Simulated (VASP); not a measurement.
LiB2C2: single point with PBE

Crystal: LiB2C2.

```
CELL_PARAMETERS angstrom
2.71464 0.00000 0.00000
-1.35732 2.35095 0.00000
0.00000 0.00000 7.11805
ATOMIC_POSITIONS crystal
Li 0.00000 0.00000 0.50000
B 0.33333 0.66667 0.74981
B 0.66667 0.33333 0.25019
C 0.33333 0.66667 0.25822
C 0.66667 0.33333 0.74178
```

```
Program                : VASP 6.6.1
Task                   : single point
Functional             : PBE
Potentials or basis    : VASP PAW PBE potentials, release 64 (Li_sv, B, C)
Cutoff                 : 520 eV
k mesh                 : 9 × 9 × 3
Occupations            : methfessel-paxton, width 0.1 eV
Spin                   : no spin polarisation
Dipole correction      : no
Further INCAR settings : ALGO = Normal; EDIFF = 1e-06; NBANDS = 16
```

```json
{
 "Largest force": "0.036 eV/Å"
}
```

Forces on the atoms (eV/Å):
```
Li   0.000  0.000  0.000
B    0.000  0.000  0.036
B    0.000  0.000 -0.036
C    0.000  0.000  0.001
C    0.000  0.000 -0.001
```

Levels at points of the mesh, in eV from the Fermi level:
```tsv
k point	band 7	band 8	band 9	band 10	band 11	band 12
(0.00, 0.00, 0.00)	0.50	0.57	0.57	5.06	9.77	9.77
```

Run time: 15 s on 1 thread of Intel(R) Xeon(R) Platinum 8488C (Sapphire Rapids), on a shared host, peak memory 0.15 GiB.
